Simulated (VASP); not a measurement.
# Ti: single point with r2SCAN

The system is Ti.

```
Ti
1.0
     0.00000    2.08140    2.08140
     2.08140    0.00000    2.08140
     2.08140    2.08140    0.00000
Ti
1
Direct
  0.00000 0.00000 0.00000
```

This isn't the form of Ti at room conditions, which is hcp.

```yaml
Program: VASP 6.6.1
Task: single point
Functional: r2SCAN
Potentials_or_basis: VASP PAW PBE potentials, release 64 (Ti_sv)
Cutoff: 520 eV
k_mesh: 15 × 15 × 15
Occupations: fermi-dirac, width 0.05 eV
Spin: collinear spin
Starting_moments: "[1.0] μB"
Dipole_correction: no
Further_INCAR_settings: ALGO = Normal; EDIFF = 1e-06; NBANDS = 16
```

```yaml
Pressure: -3.7 GPa
Band_gap_on_the_k_mesh: zero (filled and empty bands overlap)
Net_moment: 0.00 μB per cell
Valence_electrons_inside_the_program's_atomic_spheres: Ti 10.18
```

Levels at points of the mesh, in eV from the Fermi level:
Spin up:
```tsv
k point	band 3	band 4	band 5	band 6	band 7	band 8	band 9	band 10
(0.00, 0.00, 0.00)	-33.97	-33.97	-6.38	0.97	0.97	0.97	2.69	2.69
```
Spin down:
```tsv
k point	band 3	band 4	band 5	band 6	band 7	band 8	band 9	band 10
(0.00, 0.00, 0.00)	-33.97	-33.97	-6.38	0.97	0.97	0.97	2.69	2.69
```

It took 90 s on 1 thread of Intel(R) Xeon(R) 6975P-C (Granite Rapids) (shared host), peak memory 0.19 GiB.

Caveat: the cell stands under tension; the PAW data sets were made with another functional, which shifts forces and pressure a little.
